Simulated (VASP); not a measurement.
**Mg2Si3N3: single point with PBE**

Mg2Si3N3:

```
Mg Si N
1.0
    -2.43297    2.43297    4.14317
     2.43297   -2.43297    4.14317
     2.43297    2.43297   -4.14317
Mg Si N
2 3 3
Direct
  0.50000 0.00000 0.50000
  0.00000 0.50000 0.50000
  0.78699 0.78699 0.00000
  0.21301 0.21301 0.00000
  0.50000 0.50000 0.00000
  0.75000 0.25000 0.50000
  0.25000 0.75000 0.50000
  0.00000 0.00000 0.00000
```

```yaml
Program: VASP 6.6.1
Task: single point
Functional: PBE
Potentials_or_basis: VASP PAW PBE potentials, release 64 (Mg, Si, N)
Cutoff: 600 eV
k_mesh: 4 × 4 × 4
Occupations: gaussian, width 0.2 eV
Spin: no spin polarisation
```

- Pressure: -0.4 GPa
- Largest force: 0.014 eV/Å

Forces in eV/Å, atoms in the order of the input:
```
Mg   0.000  0.000  0.000
Mg   0.000  0.000  0.000
Si   0.000  0.000  0.014
Si   0.000  0.000 -0.014
Si   0.000  0.000  0.000
N    0.000  0.000  0.000
N    0.000  0.000  0.000
N    0.000  0.000  0.000
```

Stress tensor (GPa, compression positive):
```
-0.54  0.00  0.00
 0.00 -0.54  0.00
 0.00  0.00 -0.09
```

Levels at points of the mesh, in eV from the Fermi level:
```
           k point  band 12  band 13  band 14  band 15  band 16  band 17  band 18  band 19
(0.00, 0.00, 0.00)    -2.71    -2.71    -2.22    -1.70     0.57     0.57     3.41     3.74
(0.50, 0.00, 0.00)    -2.31    -1.88    -0.95    -0.42    -0.42     1.14     2.46     3.37
(0.50, 0.50, 0.00)    -1.56    -1.48    -0.36    -0.34     0.33     0.95     1.49     2.95
(0.50, 0.50, 0.50)    -2.29    -2.29    -2.13    -0.72     0.42     0.42     4.03     4.21
```

It took 52 s on 1 thread of Intel(R) Xeon(R) Platinum 8559C (Emerald Rapids), on a shared host, peak memory 0.32 GiB.

Caveat: the k points lie up to 0.46 Å⁻¹ apart.
